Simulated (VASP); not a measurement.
# AlZn8O8 (a cell with a defect) in VASP: single point with PBEsol

Aim: the single point of AlZn8O8 (a cell with a defect) with PBEsol.

Program: VASP 6.6.1. These are calculated values, not measurements. Logs are shortened: lines on timing, memory, paths and dates and some standing lists are left out, and cuts for length are marked.

### Step 1. The cell of the first run

The cell holds a defect, 17 atoms: a = 6.053 Å, b = 6.053 Å, c = 6.053 Å, α = 60.00°, β = 60.00°, γ = 60.00°.

### Step 2. Single point, PBEsol, collinear spin, ferromagnetic start

The input, INCAR:

```
SYSTEM = AlZn8O8
PREC     = Accurate       ! precision mode
ENCUT    = 520            ! plane-wave cutoff, eV
EDIFF    = 1E-6           ! SCF threshold, eV
ISMEAR   = 0              ! smearing method
SIGMA    = 0.02           ! smearing width, eV
LREAL    = Auto         
LASPH    = .TRUE.         ! aspherical terms in the spheres
NELM     = 150            ! most SCF steps
ALGO     = Normal         ! electronic algorithm
ISIF     = 2              ! what is computed and relaxed
LWAVE    = .FALSE.        ! write WAVECAR
LCHARG   = .TRUE.         ! write CHGCAR
ISPIN    = 2              ! spin polarisation
MAGMOM   = 0 0 0 0 0 0 0 0 0 0 0 0 0 0 0 0 1 ! initial moments
LORBIT   = 11             ! projections on sites
GGA      = PS             ! functional
LELF     = .TRUE.         ! ELF
LVHAR    = .TRUE.       
NBANDS   = 92             ! bands
```

The input, KPOINTS:

```
regular mesh
0
G
  2 2 2
  0 0 0
```

The input, POSCAR:

```
AlZn8O8
1.0
    0.0000000000      4.2800000000      4.2800000000
    4.2800000000      0.0000000000      4.2800000000
    4.2800000000      4.2800000000      0.0000000000
Zn O Al
8 8 1
Direct
    0.0080394981      0.0078663189     -0.0156758302
   -0.0175967135      0.0843725261      0.4686136450
   -0.1550610382      0.5235127310      0.0920715423
    0.0441113853      0.5310598457      0.3347581349
    0.4826461650      0.0088649286     -0.0051760402
    0.4974883625      0.0093881821      0.5126035077
    0.5143412885      0.4687193189      0.0093957133
    0.5873440412      0.5270714239      0.5433280245
    0.2974089324      0.2067601702      0.2502071315
    0.2578303337      0.2218935630      0.7592731555
    0.2548602917      0.7389187789      0.2704034942
    0.2374431907      0.7453343991      0.7488035778
    0.7569470283      0.2019515667      0.2554508372
    0.7512591428      0.2045296677      0.7865343328
    0.7162921139      0.8196146998      0.2315726512
    0.7562695591      0.7374542972      0.7453445538
    1.1316262685      0.5822023223      0.6435417286
```

Potentials or basis: VASP PAW PBE potentials, release 64 (Zn, O, Al).

Started as:

```console
$ cat potpaw_PBE.64/Zn/POTCAR potpaw_PBE.64/O/POTCAR potpaw_PBE.64/Al/POTCAR > POTCAR
$ mpirun -np 1 vasp_std > vasp.out
```

OUTCAR:

```text
SYSTEM = AlZn8O8
   PREC = Accurate
   ENCUT = 520
   EDIFF = 1E-6
   ISMEAR = 0
   LREAL = Auto
   LASPH = .TRUE.
   NELM = 150
   ISIF = 2
   ISPIN = 2
   LORBIT = 11
   GGA = PS

 ion  position               nearest neighbor table
   1  0.008  0.008  0.984-  14 1.96  10 1.99  13 2.01  15 2.08  12 2.14  11 2.28   4 2.57   7 2.89
                             5 2.91   6 2.91   2 2.99
   2  0.982  0.084  0.469-   9 1.96  14 1.97  13 1.98  12 2.33  11 2.37  16 2.48  17 2.48   3 2.56
                             4 2.57   8 2.61   5 2.97   1 2.99
   3  0.845  0.524  0.092-  13 1.91  15 2.00  16 2.02  17 2.33   4 2.35   8 2.38   7 2.49   2 2.56
                             5 2.63
   4  0.044  0.531  0.335-   9 1.92  11 1.99  15 2.02   3 2.35  17 2.37   8 2.41   7 2.49   1 2.57
                             2 2.57
   5  0.483  0.009  0.995-   9 1.96  10 1.97  14 2.00  15 2.03  11 2.14  16 2.23   3 2.63   6 2.87
                             1 2.91   7 2.93   2 2.97
   6  0.497  0.009  0.513-  13 1.95  10 1.97   9 2.00  15 2.04  16 2.11  12 2.25   8 2.61   5 2.87
                             1 2.91   7 2.92
   7  0.514  0.469  0.009-   9 2.05  14 2.09  13 2.10  16 2.19  11 2.27  12 2.30   4 2.49   8 2.49
                             3 2.49   1 2.89   6 2.92   5 2.93
   8  0.587  0.527  0.543-  14 1.90  15 1.97  12 2.00   3 2.38  17 2.39   4 2.41   7 2.49   6 2.61
                             2 2.61
   9  0.297  0.207  0.250-   4 1.92   2 1.96   5 1.96   6 2.00   7 2.05
  10  0.258  0.222  0.759-  17 1.78   6 1.97   5 1.97   1 1.99
  11  0.255  0.739  0.270-  17 1.85   4 1.99   5 2.14   7 2.27   1 2.28   2 2.37
  12  0.237  0.745  0.749-  17 1.86   8 2.00   1 2.14   6 2.25   7 2.30   2 2.33
  13  0.757  0.202  0.255-   3 1.91   6 1.95   2 1.98   1 2.01   7 2.10
  14  0.751  0.205  0.787-   8 1.90   1 1.96   2 1.97   5 2.00   7 2.09
  15  0.716  0.820  0.232-   8 1.97   3 2.00   4 2.02   5 2.03   6 2.04   1 2.08
  16  0.756  0.737  0.745-  17 1.86   3 2.02   6 2.11   7 2.19   5 2.23   2 2.48
  17  0.132  0.582  0.644-  10 1.78  11 1.85  12 1.86  16 1.86   3 2.33   4 2.37   8 2.39   2 2.48

  LATTYP: Found a face centered cubic cell.
 ALAT       =     8.5600000000

  Lattice vectors:

 A1 = (   0.0000000000,   4.2800000000,   4.2800000000)
 A2 = (   4.2800000000,   0.0000000000,   4.2800000000)
 A3 = (   4.2800000000,   4.2800000000,   0.0000000000)

Analysis of symmetry for initial positions (statically):
=====================================================================
 Subroutine PRICEL returns:
 Original cell was already a primitive cell.

 Routine SETGRP: Setting up the symmetry group for a
 face centered cubic supercell.

 Subroutine GETGRP returns: Found  1 space group operations
 (whereof  1 operations were pure point group operations)
 out of a pool of 48 trial point group operations.

The static configuration has the point symmetry C_1 .

Analysis of symmetry for dynamics (positions and initial velocities):
=====================================================================
[... 191 lines left out ...]
 cond. band min:       6.9397357744   @ k =   0.5000   0.0000   0.5000
 fundamental gap:      0.1332864366
 Fermi energy:         6.8727197157

 spin component 1

 k-point     1 :       0.0000    0.0000    0.0000
  band No.  band energies     occupation
      1     -15.6032      1.00000
      2     -14.3683      1.00000
      3     -14.1741      1.00000
      4     -14.1357      1.00000
      5     -14.1036      1.00000
      6     -13.8724      1.00000
[... 693 lines left out ...]
     84      12.4182      0.00000
     85      12.6572      0.00000
 Fermi energy:         6.8727197157

 spin component 2

 k-point     1 :       0.0000    0.0000    0.0000
  band No.  band energies     occupation
      1     -15.6032      1.00000
      2     -14.3683      1.00000
      3     -14.1741      1.00000
      4     -14.1357      1.00000
      5     -14.1036      1.00000
      6     -13.8724      1.00000
[... 693 lines left out ...]
     84      12.4182      0.00000
     85      12.6572      0.00000
 [bands above 85 left out]

------------------------ aborting loop because EDIFF is reached ----------------------------------------

  FORCE on cell =-STRESS in cart. coord.  units (eV):
  Direction    XX          YY          ZZ          XY          YZ          ZX
  --------------------------------------------------------------------------------------
  -------------------------------------------------------------------------------------
  Total       36.0058740     35.8764134     36.7313455     -0.6571759     -0.5821315     -0.0030676
  in kB      367.8939423    366.5711646    375.3065263     -6.7147666     -5.9479920     -0.0313437
  external PRESSURE =     369.9238777 kB  Pullay stress =       0.0000000 kB

 VOLUME and BASIS-vectors are now :
 -----------------------------------------------------------------------------
  energy-cutoff  :      520.00
  volume of cell :      156.81
      direct lattice vectors                 reciprocal lattice vectors
     0.000000000  4.280000000  4.280000000    -0.116822430  0.116822430  0.116822430
     4.280000000  0.000000000  4.280000000     0.116822430 -0.116822430  0.116822430
     4.280000000  4.280000000  0.000000000     0.116822430  0.116822430 -0.116822430

 POSITION                                       TOTAL-FORCE (eV/Angst)
 -----------------------------------------------------------------------------------
      4.24658      4.24732      0.06808        -0.028584      0.035435      0.004385
      2.36678      6.21035      4.56580        -0.020768      0.015003     -0.026970
      2.63470      4.01040      5.85697        -0.046606      0.015878      0.031783
      3.70570      1.62156      2.46173         0.029898      0.023742     -0.021938
      4.29579      6.32357      2.10367        -0.037353     -0.021252     -0.030956
      2.23412      4.32319      2.16943         0.016068      0.035228     -0.027956
[... 9 lines left out ...]
      6.34638      6.42691      6.39314        -0.021964     -0.047564      0.014026
      5.24618      3.31772      3.05519        -0.000257      0.016833     -0.003889
 -----------------------------------------------------------------------------------
    total drift:                               -0.001938      0.002074     -0.001866

  FREE ENERGIE OF THE ION-ELECTRON SYSTEM (eV)
  ---------------------------------------------------
  free  energy   TOTEN  =       -72.8054025394 eV

  energy  without entropy=      -72.8054024908  energy(sigma->0) =      -72.80540252

 total charge

# of ion       s       p       d       tot
------------------------------------------
    1        0.465   0.504   9.938  10.907
    2        0.492   0.530   9.912  10.933
    3        0.661   0.602   9.886  11.149
    4        0.658   0.595   9.883  11.135
    5        0.465   0.517   9.949  10.931
    6        0.467   0.526   9.952  10.945
[... 9 lines left out ...]
   16        1.593   3.413   0.000   5.005
   17        0.380   0.461   0.000   0.841
--------------------------------------------------
tot         17.372  32.408  79.317 129.097

 magnetization (x)

# of ion       s       p       d       tot
------------------------------------------
    1       -0.000  -0.000   0.000  -0.000
    2       -0.000  -0.000   0.000  -0.000
    3       -0.000  -0.000   0.000  -0.000
    4       -0.000  -0.000   0.000  -0.000
    5       -0.000  -0.000   0.000  -0.000
    6       -0.000  -0.000   0.000  -0.000
[... 9 lines left out ...]
   16       -0.000   0.000   0.000   0.000
   17       -0.000  -0.000   0.000  -0.000
--------------------------------------------------
tot         -0.000   0.000   0.000   0.000
```

OSZICAR:

```text
N       E                     dE             d eps       ncg     rms          rms(c)
DAV:   1     0.191972303623E+04    0.19197E+04   -0.64352E+04  2968   0.247E+03
DAV:   2     0.313712205423E+03   -0.16060E+04   -0.15017E+04  2944   0.649E+02
DAV:   3    -0.507331219789E+02   -0.36445E+03   -0.34828E+03  3088   0.253E+02
DAV:   4    -0.843304879598E+02   -0.33597E+02   -0.32911E+02  3368   0.809E+01
DAV:   5    -0.849103283421E+02   -0.57984E+00   -0.57822E+00  3248   0.107E+01    0.304E+01
DAV:   6    -0.718220146443E+02    0.13088E+02   -0.29822E+01  4952   0.863E+01    0.207E+01
DAV:   7    -0.730895883389E+02   -0.12676E+01   -0.17954E+01  3332   0.258E+01    0.129E+01
DAV:   8    -0.730051117530E+02    0.84477E-01   -0.40331E+00  4096   0.277E+01    0.465E+00
DAV:   9    -0.728379829120E+02    0.16713E+00   -0.77047E-01  4272   0.141E+01    0.171E+00
DAV:  10    -0.728001893291E+02    0.37794E-01   -0.30355E-01  4040   0.385E+00    0.414E-01
DAV:  11    -0.728058095005E+02   -0.56202E-02   -0.74030E-02  3284   0.170E+00    0.268E-01
DAV:  12    -0.728056180075E+02    0.19149E-03   -0.32840E-03  3448   0.779E-01    0.158E-01
DAV:  13    -0.728053878949E+02    0.23011E-03   -0.11587E-03  3788   0.322E-01    0.391E-02
DAV:  14    -0.728054164367E+02   -0.28542E-04   -0.34595E-04  3368   0.159E-01    0.365E-02
DAV:  15    -0.728054058099E+02    0.10627E-04   -0.49560E-05  3720   0.972E-02    0.174E-02
DAV:  16    -0.728054027184E+02    0.30914E-05   -0.15605E-05  3600   0.463E-02    0.785E-03
DAV:  17    -0.728054025394E+02    0.17905E-06   -0.60473E-06  3320   0.181E-02
   1 F= -.72805403E+02 E0= -.72805403E+02  d E =-.486036E-07  mag=    -0.0000
```

stdout:

```text
POSCAR found type information on POSCAR ZnO Al
 POSCAR found :  3 types and      17 ions
 scaLAPACK will be used
 -----------------------------------------------------------------------------
|                                                                             |
|                                                                             |
|     You enforced a specific xc type in the INCAR file but a different       |
|     I HOPE YOU KNOW WHAT YOU ARE DOING!                                     |
|                                                                             |
 -----------------------------------------------------------------------------

 LDA part: xc-table for (Slater+PW92), standard interpolation
 POSCAR, INCAR and KPOINTS ok, starting setup
 FFT: planning ... GRIDC
 FFT: planning ... GRID_SOFT
 FFT: planning ... GRID
 WAVECAR not read
 entering main loop
```

Wall time 5.7 min (1 thread of Intel Xeon Platinum 8559C (Emerald Rapids), shared host); peak memory 0.49 GiB.

What came out:

| Item | Value |
| --- | --- |
| Free energy | -72.8054 eV |
| Pressure | 37.0 GPa |
| Largest force | 0.087 eV/Å |
| Net moment | 0.00 μB per cell |
| Valence electrons inside the program's atomic spheres | Zn 10.91, 10.93, 11.15, 11.13, 10.95, 10.83, 11.12; O 5.06, 5.07, 5.00, 5.01, 5.05; Al 0.84 |

Forces on the atoms (eV/Å):
```
Zn  -0.029  0.035  0.004
Zn  -0.021  0.015 -0.027
Zn  -0.047  0.016  0.032
Zn   0.030  0.024 -0.022
Zn  -0.037 -0.021 -0.031
Zn   0.016  0.035 -0.028
Zn   0.023 -0.022  0.027
Zn  -0.019 -0.010 -0.044
O   -0.031 -0.001 -0.003
O    0.040 -0.037  0.029
O    0.008  0.024  0.051
O    0.047 -0.016 -0.024
O   -0.004  0.006 -0.027
O   -0.002  0.026 -0.004
O    0.047 -0.045  0.057
O   -0.022 -0.048  0.014
Al   0.000  0.017 -0.004
```

Stress tensor (GPa, compression positive):
```
36.79 -0.67  0.00
-0.67 36.66 -0.59
 0.00 -0.59 37.53
```

Caveat: the k points lie up to 0.64 Å⁻¹ apart; the PAW data sets were made with another functional, which shifts forces and pressure a little.
